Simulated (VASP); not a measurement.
# Si2Sb2Se (P6/mmm) in VASP: further runs

Runs on Si2Sb2Se. Level: PBE. Tasks: single point, relaxation of cell and atoms.

Everything below comes from runs of VASP 6.6.1. Logs are shortened: lines on timing, memory, paths and dates and some standing lists are left out, and cuts for length are marked.

## Step 1: The cell of the first run

Symmetry: P6/mmm, No. 191, hexagonal system. Conventional cell: a = 4.027 Å, b = 4.027 Å, c = 9.530 Å, α = 90.00°, β = 90.00°, γ = 120.00°. Si (site symmetry -6m2) has 3 Si at 2.33 Å and 6 Sb at 2.69 Å within 3.1 Å. Sb (site symmetry 6mm) has 6 Si at 2.69 Å and 1 Sb at 2.72 Å and 1 Se at 3.40 Å within 3.6 Å. Se (site symmetry 6/mmm) has 2 Sb at 3.40 Å and 6 Se at 4.03 Å within 4.5 Å.

## Step 2: Single point, PBE

The input, INCAR:

```
SYSTEM = Si2Sb2Se
PREC = Accurate ; ENCUT = 520
EDIFF = 1E-6 ; ISMEAR = 0
SIGMA = 0.1 ; LREAL = .FALSE.
LASPH = .TRUE. ; NELM = 80
ALGO = Normal ; ISIF = 2
LWAVE = .FALSE. ; LCHARG = .TRUE.
GGA = PE ; LELF = .TRUE.
LVHAR = .TRUE. ; NBANDS = 20
```

The input, KPOINTS:

```
regular mesh
0
G
  6 6 2
  0 0 0
```

The input, POSCAR:

```
Si2Sb2Se
1.0
    4.0272682800      0.0000000000      0.0000000000
   -2.0136341400      3.4877166400      0.0000000000
    0.0000000000      0.0000000000      9.5303530300
Si Sb Se
2 2 1
Direct
    0.3333333300      0.6666666700      0.0000000000
    0.6666666700      0.3333333300      0.0000000000
    0.0000000000      0.0000000000      0.8570675600
    0.0000000000      0.0000000000      0.1429324400
    0.0000000000      0.0000000000      0.5000000000
```

Potentials or basis: VASP PAW PBE potentials, release 64 (Si, Sb, Se).

On the command line:

```
> cat potpaw_PBE.64/Si/POTCAR potpaw_PBE.64/Sb/POTCAR potpaw_PBE.64/Se/POTCAR > POTCAR
> mpirun -np 1 vasp_std > vasp.out
```

OUTCAR:

```text
SYSTEM = Si2Sb2Se
   PREC = Accurate
   ENCUT = 520
   EDIFF = 1E-6
   ISMEAR = 0
   LREAL = .FALSE.
   LASPH = .TRUE.
   NELM = 80
   ISIF = 2
   GGA = PE

 ion  position               nearest neighbor table
   1  0.333  0.667  0.000-   2 2.33   2 2.33   2 2.33   4 2.69   3 2.69   4 2.69   3 2.69   4 2.69
                             3 2.69
   2  0.667  0.333  0.000-   1 2.33   1 2.33   1 2.33   4 2.69   3 2.69   3 2.69   4 2.69   3 2.69
                             4 2.69
   3  0.000  0.000  0.857-   1 2.69   2 2.69   2 2.69   1 2.69   2 2.69   1 2.69   4 2.72
   4  0.000  0.000  0.143-   1 2.69   2 2.69   2 2.69   1 2.69   2 2.69   1 2.69   3 2.72
   5  0.000  0.000  0.500-

  LATTYP: Found a hexagonal cell.
 ALAT       =     4.0272682800
 C/A-ratio  =     2.3664559616

  Lattice vectors:

 A1 = (   4.0272682800,   0.0000000000,   0.0000000000)
 A2 = (  -2.0136341400,   3.4877166400,   0.0000000000)
 A3 = (   0.0000000000,   0.0000000000,   9.5303530300)

Analysis of symmetry for initial positions (statically):
=====================================================================
 Subroutine PRICEL returns:
 Original cell was already a primitive cell.

 Routine SETGRP: Setting up the symmetry group for a
 hexagonal supercell.

 Subroutine GETGRP returns: Found 24 space group operations
 (whereof 24 operations were pure point group operations)
 out of a pool of 24 trial point group operations.

The static configuration has the point symmetry D_6h.

Analysis of symmetry for dynamics (positions and initial velocities):
=====================================================================
 Subroutine PRICEL returns:
 Original cell was already a primitive cell.

 Routine SETGRP: Setting up the symmetry group for a
 hexagonal supercell.

 Subroutine GETGRP returns: Found 24 space group operations
 (whereof 24 operations were pure point group operations)
 out of a pool of 24 trial point group operations.

The dynamic configuration has the point symmetry D_6h.

 Subroutine INISYM returns: Found 24 space group operations
 (whereof 24 operations are pure point group operations),
 and found     1 'primitive' translations

----------------------------------------------------------------------------------------

                                     Primitive cell

  volume of cell :     133.8631
[... 83 lines left out ...]
   NELM   =     80;   NELMIN=  2; NELMDL= -5     # of ELM steps
   EDIFF  = 0.1E-05   stopping-criterion for ELM
   LREAL  =      F    real-space projection
   EDIFFG = 0.1E-04   stopping-criterion for IOM
   NSW    =      0    number of steps for IOM
   IBRION =     -1    ionic relax: 0-MD 1-quasi-New 2-CG
   NFREE  =      0    steps in history (QN), initial steepest desc. (CG)
   ISIF   =      2    stress and relaxation
   ISYM   =      2    0-nonsym 1-usesym 2-fastsym
   POTIM  = 0.5000    time-step for ionic-motion
   TEBEG  =    0.0;   TEEND  =   0.0 temperature during run
   PSTRESS=    0.0 pullay stress
   NELECT =      24.0000    total number of electrons
   NUPDOWN=      -1.0000    fix difference up-down
   EMIN   =  10.00;   EMAX   =-10.00  energy-range for DOS
   EFERMI =   0.00;   METHOD = LEGACY
   ISMEAR =     0;   SIGMA  =   0.10  broadening in eV -4-tet -1-fermi 0-gaus
   EFERMI_NEDOS =   21; number of points for ismear=-14 and -15
   IALGO  =     38    algorithm
   IMIX   =      4    mixing-type and parameters
     AMIX     =   0.40;   BMIX     =  1.00
     AMIX_MAG =   1.60;   BMIX_MAG =  1.00
  volume/ion in A,a.u.               =      26.77       180.67
  Fermi-wavevector in a.u.,A,eV,Ry     =   0.923120  1.744445 11.594221  0.852151
  Thomas-Fermi vector in A             =   2.048722
   LORBIT       =      0    0 simple, 1 ext, 2 COOP (PROOUT), +10 PAW based schemes
   GGA     = PE    functional components
   LHFCALC =     F    Hartree Fock is set to
   AEXX    =    0.0000 exact exchange contribution
   IVDW    =     0    specifies the selected vdW correction
   LEPSILON=     F    determine dielectric tensor
   LRPA    =     F    only Hartree local field effects (RPA)
 non-spin polarized calculation
 Gauss-broadening in eV      SIGMA  =   0.10
  energy-cutoff  :      520.00
  volume of cell :      133.86
 maximum number of plane-waves:      3636
 NGX is ok and might be reduce to    30
   NGX = 15   NGY = 15   NGZ = 35

 number of electron      23.9999999 magnetization

 Free energy of the ion-electron system (eV)
  ---------------------------------------------------
  ext. energy  EPLUGINS =         0.00000000
  ---------------------------------------------------
  free energy    TOTEN  =       -16.82233066 eV

  energy without entropy =      -16.79123236  energy(sigma->0) =      -16.80678151

 E-fermi :   5.0468     XC(G=0):  -8.7695

 val. band max:        5.0344528804   @ k =   0.5000   0.0000   0.0000
 cond. band min:       5.0507285147   @ k =   0.1667   0.1667   0.0000
 fundamental gap:      0.0162756343
 Fermi energy:         5.0467553877

 k-point     1 :       0.0000    0.0000    0.0000
  band No.  band energies     occupation
      1     -10.9757      2.00000
      2      -6.5389      2.00000
      3      -5.5922      2.00000
      4      -0.6098      2.00000
      5       0.9313      2.00000
      6       0.9313      2.00000
[... 311 lines left out ...]
     19      10.1375      0.00000
     20      12.3877      0.00000

------------------------ aborting loop because EDIFF is reached ----------------------------------------

  FORCE on cell =-STRESS in cart. coord.  units (eV):
  Direction    XX          YY          ZZ          XY          YZ          ZX
  --------------------------------------------------------------------------------------
  -------------------------------------------------------------------------------------
  Total       14.4099441     14.4099441      9.4514834      0.0000000      0.0000000      0.0000000
  in kB      172.4694328    172.4694330    113.1227141      0.0000000      0.0000000      0.0000000
  external PRESSURE =     152.6871933 kB  Pullay stress =       0.0000000 kB

 VOLUME and BASIS-vectors are now :
 -----------------------------------------------------------------------------
  energy-cutoff  :      520.00
  volume of cell :      133.86
      direct lattice vectors                 reciprocal lattice vectors
     4.027268280  0.000000000  0.000000000     0.248307272  0.143360270  0.000000000
    -2.013634140  3.487716640  0.000000000     0.000000000  0.286720540  0.000000000
     0.000000000  0.000000000  9.530353030     0.000000000  0.000000000  0.104927907

 POSITION                                       TOTAL-FORCE (eV/Angst)
 -----------------------------------------------------------------------------------
     -0.00000      2.32514      0.00000        -0.000000     -0.000000      0.000000
      2.01363      1.16257      0.00000         0.000000      0.000000      0.000000
      0.00000      0.00000      8.16816         0.000000     -0.000000     -5.417759
      0.00000      0.00000      1.36220         0.000000      0.000000      5.417759
      0.00000      0.00000      4.76518         0.000000      0.000000      0.000000
 -----------------------------------------------------------------------------------
    total drift:                                0.000000     -0.000000     -0.000000

  FREE ENERGIE OF THE ION-ELECTRON SYSTEM (eV)
  ---------------------------------------------------
  free  energy   TOTEN  =       -16.8223306559 eV

  energy  without entropy=      -16.7912323643  energy(sigma->0) =      -16.80678151
```

stdout:

```text
POSCAR found type information on POSCAR SiSbSe
 POSCAR found :  3 types and       5 ions
 scaLAPACK will be used
 LDA part: xc-table for (Slater+PW92), standard interpolation
 POSCAR, INCAR and KPOINTS ok, starting setup
 FFT: planning ... GRIDC
 FFT: planning ... GRID_SOFT
 FFT: planning ... GRID
 WAVECAR not read
 entering main loop
```

Wall time 22 s (1 thread of Intel Xeon 6975P-C (Granite Rapids), shared host); peak memory 0.25 GiB.

What came out:

| Quantity | Value |
| --- | --- |
| Free energy | -16.8223 eV |
| Pressure | 15.3 GPa |
| Largest force | 5.418 eV/Å |
| Band gap on the k mesh | zero (band 12 reaches 5.56 eV, above the bottom of band 13 at 4.94 eV) |

Forces on the atoms (eV/Å):
```
Si   0.000  0.000  0.000
Si   0.000  0.000  0.000
Sb   0.000  0.000 -5.418
Sb   0.000  0.000  5.418
Se   0.000  0.000  0.000
```

Stress tensor (GPa, compression positive):
```
17.25  0.00  0.00
 0.00 17.25  0.00
 0.00  0.00 11.31
```

Levels at points of the mesh, in eV from the Fermi level:
| k point | band 10 | band 11 | band 12 | band 13 | band 14 | band 15 |
| --- | --- | --- | --- | --- | --- | --- |
| (0.00, 0.00, 0.00) | -2.45 | -1.54 | 0.51 | 0.51 | 0.58 | 0.58 |
| (0.50, 0.00, 0.00) | -1.53 | -1.21 | -0.01 | 0.32 | 0.79 | 2.83 |
| (0.00, 0.00, 0.50) | -1.54 | -0.92 | -0.51 | 0.31 | 0.31 | 0.81 |
| (0.50, 0.00, 0.50) | -1.24 | -0.18 | 0.03 | 0.07 | 0.46 | 2.37 |

Caveat: spin-orbit coupling is left out, which moves the levels of the heavy elements; this functional lacks dispersion, which binds the layers, so the pressure and a relaxed spacing across them are unreliable; forces of over 1 eV/Å act on the atoms, so gaps and moduli don't describe the material at rest.

## Step 3: Single point, PBE

This run uses another cell than the first one, of 28.91 Å³/atom, 1.080 times its volume.

The input, INCAR:

```
ALGO = Normal
EDIFF = 1E-6
ENCUT = 520
GGA = PE
ISIF = 2
ISMEAR = 0
LASPH = T
LCHARG = F
LREAL = F
LWAVE = F
NBANDS = 20
NELM = 100
PREC = Accurate
SIGMA = 0.1
```

The input, KPOINTS:

```
k-points
0
Gamma
  6 6 2
```

The input, POSCAR:

```
Si2Sb2Se
1.0
    4.4541823955      0.0000000000      0.0000000000
   -2.2270911977      3.8574351076      0.0000000000
    0.0000000000      0.0000000000      8.4129918631
Si Sb Se
2 2 1
Direct
    0.3333333333      0.6666666667      0.0000000000
    0.6666666667      0.3333333333      0.0000000000
    0.0000000000      0.0000000000      0.8081119435
    0.0000000000      0.0000000000      0.1918880565
    0.0000000000      0.0000000000      0.5000000000
```

Potentials or basis: VASP PAW PBE potentials, release 64 (Si, Sb, Se).

On the command line:

```
> cat potpaw_PBE.64/Si/POTCAR potpaw_PBE.64/Sb/POTCAR potpaw_PBE.64/Se/POTCAR > POTCAR
> mpirun -np 1 vasp_std > vasp.out
```

OUTCAR:

```text
EDIFF = 1E-6
   ENCUT = 520
   GGA = PE
   ISIF = 2
   ISMEAR = 0
   LASPH = T
   LREAL = F
   NELM = 100
   PREC = Accurate

 ion  position               nearest neighbor table
   1  0.333  0.667  0.000-   2 2.57   2 2.57   2 2.57   4 3.04   3 3.04   4 3.04   3 3.04   4 3.04
                             3 3.04
   2  0.667  0.333  0.000-   1 2.57   1 2.57   1 2.57   4 3.04   3 3.04   3 3.04   4 3.04   3 3.04
                             4 3.04
   3  0.000  0.000  0.808-   5 2.59   2 3.04   1 3.04   1 3.04   2 3.04   2 3.04   1 3.04   4 3.23
[... 519 lines left out ...]
  -------------------------------------------------------------------------------------
  Total        0.0728466      0.0728466     -0.1050940      0.0000000     -0.0000000      0.0000000
  in kB        0.8074260      0.8074260     -1.1648536      0.0000000     -0.0000000      0.0000000
  external PRESSURE =       0.1499995 kB  Pullay stress =       0.0000000 kB

 VOLUME and BASIS-vectors are now :
 -----------------------------------------------------------------------------
  energy-cutoff  :      520.00
  volume of cell :      144.55
      direct lattice vectors                 reciprocal lattice vectors
     4.454182396  0.000000000  0.000000000     0.224508094  0.129619809  0.000000000
    -2.227091198  3.857435108  0.000000000     0.000000000  0.259239617  0.000000000
     0.000000000  0.000000000  8.412991863     0.000000000  0.000000000  0.118863778

 POSITION                                       TOTAL-FORCE (eV/Angst)
 -----------------------------------------------------------------------------------
     -0.00000      2.57162      0.00000         0.000000     -0.000000     -0.000000
      2.22709      1.28581      0.00000        -0.000000      0.000000      0.000000
      0.00000      0.00000      6.79864        -0.000000     -0.000000      0.032810
      0.00000      0.00000      1.61435         0.000000      0.000000     -0.032810
      0.00000      0.00000      4.20650         0.000000     -0.000000      0.000000
 -----------------------------------------------------------------------------------
    total drift:                                0.000000     -0.000000      0.000000

  FREE ENERGIE OF THE ION-ELECTRON SYSTEM (eV)
  ---------------------------------------------------
  free  energy   TOTEN  =       -20.4571986345 eV

  energy  without entropy=      -20.4387998047  energy(sigma->0) =      -20.44799922
```

stdout:

```text
POSCAR found type information on POSCAR SiSbSe
 POSCAR found :  3 types and       5 ions
 scaLAPACK will be used
 LDA part: xc-table for (Slater+PW92), standard interpolation
 POSCAR, INCAR and KPOINTS ok, starting setup
 FFT: planning ... GRIDC
 FFT: planning ... GRID_SOFT
 FFT: planning ... GRID
 WAVECAR not read
 entering main loop
```

Run time: 19 s. Hardware: 1 thread of Intel Xeon 6975P-C (Granite Rapids), shared host; peak memory 0.28 GiB.

What came out:

- Free energy: -20.4572 eV
- Pressure: 0.0 GPa
- Largest force: 0.033 eV/Å
- Band gap on the k mesh: zero (band 12 reaches 5.03 eV, above the bottom of band 13 at 3.70 eV)

Forces on the atoms (eV/Å):
```
Si   0.000  0.000  0.000
Si   0.000  0.000  0.000
Sb   0.000  0.000  0.033
Sb   0.000  0.000 -0.033
Se   0.000  0.000  0.000
```

Stress tensor (GPa, compression positive):
```
 0.08  0.00  0.00
 0.00  0.08  0.00
 0.00  0.00 -0.12
```

Levels at points of the mesh, in eV from the Fermi level:
```
           k point  band 8  band 9  band 10  band 11  band 12  band 13  band 14  band 15  band 16  band 17
(0.00, 0.00, 0.00)   -2.51   -2.51    -2.42    -0.83    -0.46    -0.46     0.26     0.26     1.34     2.89
(0.50, 0.00, 0.00)   -3.02   -2.33    -1.93    -1.08    -0.71     0.67     1.48     2.69     3.68     3.85
(0.00, 0.00, 0.50)   -2.42   -2.36    -2.36    -1.18    -1.18    -0.55     1.20     1.20     1.71     2.89
(0.50, 0.00, 0.50)   -4.28   -1.68    -1.60     0.15     0.20     0.39     1.67     1.95     2.48     4.57
```

Caveat: the k points lie up to 0.37 Å⁻¹ apart; spin-orbit coupling is left out, which moves the levels of the heavy elements.

## Step 4: Relaxation of cell and atoms, PBE

The input, INCAR:

```
PREC = Accurate ; ENCUT = 600
EDIFF = 1E-7 ; ISMEAR = 0
SIGMA = 0.1 ; LREAL = False
LASPH = True ; NELM = 100
ALGO = Normal ; ISIF = 3
LWAVE = False ; LCHARG = False
GGA = PE ; IBRION = 2
NSW = 90 ; EDIFFG = -0.04
```

The input, KPOINTS:

```
regular mesh
0
Gamma
  6 6 2
```

The input, POSCAR:

```
Si2Sb2Se
1.0
    4.0272682800      0.0000000000      0.0000000000
   -2.0136341400      3.4877166400      0.0000000000
    0.0000000000      0.0000000000      9.5303530300
Si Sb Se
2 2 1
Direct
    0.3333333300      0.6666666700      0.0000000000
    0.6666666700      0.3333333300      0.0000000000
    0.0000000000      0.0000000000      0.8570675600
    0.0000000000      0.0000000000      0.1429324400
    0.0000000000      0.0000000000      0.5000000000
```

On the command line:

```
> cat potpaw_PBE.64/Si/POTCAR potpaw_PBE.64/Sb/POTCAR potpaw_PBE.64/Se/POTCAR > POTCAR
> mpirun -np 1 vasp_std > vasp.out
```

It took 3.8 min on 1 thread of Intel Xeon 6975P-C (Granite Rapids), shared host; peak memory 0.3 GiB.

Results (log left out):

| Property | Result |
| --- | --- |
| Free energy | -20.4570 eV |
| Relaxed volume | 28.95 Å³/atom |
| Relaxed cell | a = 4.463 Å, b = 4.463 Å, c = 8.391 Å, α = 90.00°, β = 90.00°, γ = 120.00° |
| Space group after relaxing (to 0.05 Å) | P6/mmm (No. 191) |
| Energy gained by relaxing | 726.9 meV/atom |
| Ionic steps | 14 |
| Pressure after relaxing | 0.1 GPa |
| Largest force after relaxing | 0.009 eV/Å |
| Band gap on the k mesh | zero (band 12 reaches 4.97 eV, above the bottom of band 13 at 3.67 eV) |

Forces on the atoms (eV/Å):
```
Si   0.000  0.000  0.000
Si   0.000  0.000  0.000
Sb   0.000  0.000 -0.009
Sb   0.000  0.000  0.009
Se   0.000  0.000  0.000
```

Stress tensor (GPa, compression positive):
```
0.00 0.00 0.00
0.00 0.00 0.00
0.00 0.00 0.18
```

Step by step:
```tsv
step	energy change (eV)	largest force (eV/Å)	pressure (GPa)	volume (Å³)
1	0.0000	5.4175	15.27	133.86
2	-1.3032	0.1981	-6.00	189.52
3	-1.8713	0.7844	-1.88	163.85
4	-2.3616	1.3240	-1.97	159.34
5	-3.3176	0.9059	3.10	143.41
6	-3.2438	1.8812	-0.94	150.78
7	-3.4329	1.6571	0.44	147.18
8	-3.4394	1.5576	0.89	146.38
9	-3.3995	1.1296	1.82	146.76
10	-3.5257	0.4141	0.97	146.57
11	-3.6078	0.1420	-1.45	150.40
12	-3.6131	0.1787	-1.00	149.58
13	-3.6322	0.0618	-0.29	146.22
14	-3.6343	0.0095	0.06	144.76
```

Final structure:
```
Si Sb Se
1.0
     4.46329    0.00000    0.00000
    -2.23164    3.86532    0.00000
     0.00000    0.00000    8.39066
Si Sb Se
2 2 1
Direct
  0.33333 0.66667 0.00000
  0.66667 0.33333 0.00000
  0.00000 0.00000 0.80885
  0.00000 0.00000 0.19115
  0.00000 0.00000 0.50000
```

Levels at points of the mesh, in eV from the Fermi level:
```tsv
k point	band 9	band 10	band 11	band 12	band 13	band 14	band 15	band 16
(0.00, 0.00, 0.00)	-2.55	-2.47	-0.88	-0.47	-0.47	0.25	0.25	1.34
(0.50, 0.00, 0.00)	-2.32	-1.92	-1.08	-0.71	0.66	1.52	2.70	3.80
(0.00, 0.00, 0.50)	-2.40	-2.40	-1.18	-1.18	-0.52	1.20	1.20	1.72
(0.50, 0.00, 0.50)	-1.69	-1.59	0.19	0.20	0.40	1.69	1.96	2.53
```

Caveat: spin-orbit coupling is left out, which moves the levels of the heavy elements; this functional lacks dispersion, which binds the layers, so the pressure and a relaxed spacing across them are unreliable.

[end of part 1 of 2]
